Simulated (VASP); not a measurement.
A run of VASP 6.6.1 is set up as follows.

The input INCAR:

```
ALGO = Normal ; EDIFF = 1E-6
ENCUT = 560 ; GGA = CA
GGA_COMPAT = F ; ISIF = 2
ISMEAR = -1 ; LASPH = T
LCHARG = F ; LREAL = F
LWAVE = F ; NBANDS = 14
NELM = 120 ; PREC = Accurate
SIGMA = 0.1
```

The input KPOINTS:

```
k-points
0
Gamma
  16 16 16
```

Contents of POSCAR:

```
Ir
1.0
   -1.4665328569      1.4665328569      1.4665328569
    1.4665328569     -1.4665328569      1.4665328569
    1.4665328569      1.4665328569     -1.4665328569
Ir
1
Direct
    0.0000000000      0.0000000000      0.0000000000
```

Potentials or basis: VASP PAW LDA potentials, release 64 (Ir_sv_GW).

Run with:

```sh
$ cat potpaw_LDA.64/Ir_sv_GW/POTCAR > POTCAR
$ mpirun -np 1 vasp_std > vasp.out
```

Task: Estimate the band gap on the k mesh.

Result: Zero (an odd number of electrons rules out a gap without spin polarisation).

Task: What does it give for the pressure?

Result: 62.8 GPa.

Caveat: the cell stands under pressure; spin-orbit coupling is left out, which moves the levels of the heavy elements.
